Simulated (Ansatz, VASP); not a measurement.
**H2CO: VASP beside Ansatz**

```xyz
24
Lattice="7.1531 0.0000 0.0000 0.0000 7.1531 0.0000 0.0000 0.0000 7.1531" Properties=species:S:1:pos:R:3 pbc="T T T"
O     1.5035    3.9851    5.4799
O     2.0998    7.2530    3.3034
O     4.4185    4.0870    8.1654
O     4.7139    3.1782    4.3910
O     6.3806    6.8176    4.5897
O     3.4932    0.5620    7.2147
C     2.2193    4.3241    4.5563
C     1.4311    6.7384    2.4341
C     5.1113    4.2032    7.1775
C     4.6007    2.0063    4.6928
C     6.7584    6.6523    5.7267
C     2.6233    1.3738    6.9908
H     2.9642    5.1441    4.6605
H     2.1641    3.8375    3.5564
H     0.4516    7.1656    2.1180
H     1.7603    5.8106    1.9058
H     4.8344    4.8712    6.3326
H     6.0657    3.6387    7.0478
H     3.9359    1.3179    4.1325
H     5.1512    1.5795    5.5532
H     6.0894    6.8555    6.6029
H     7.7796    6.2803    5.9629
H     2.7998    2.4784    6.9864
H     1.5698    1.0639    6.7716
```

Alike in both runs: functional PBE; dispersion D3(BJ); k mesh 1 × 1 × 1; occupations fermi-dirac, width 0.02 eV; no spin polarisation.

Ansatz relaxed the structure, and its values are those at the end. VASP's run is a single point on that final structure, the one shown.

|  | VASP | Ansatz |
| --- | --- | --- |
| version | VASP 6.6.1 | Ansatz 0.2.0 |
| potentials or method | VASP PAW PBE potentials, release 64 (O, C, H), cutoff 520 eV | scalar-relativistic, plane waves, PAW |
| valence electrons in the cell | 72 | 72 |

|  | VASP | Ansatz | Ansatz less VASP |
| --- | --- | --- | --- |
| rms of the force components (eV/Å) | 0.223 | 0.067 | -0.1558 |

One of these differences is far larger than is usual between the two programs; its cause wasn't traced.

Noted on VASP's run: the standard files for N, O and F lose accuracy on very short bonds.
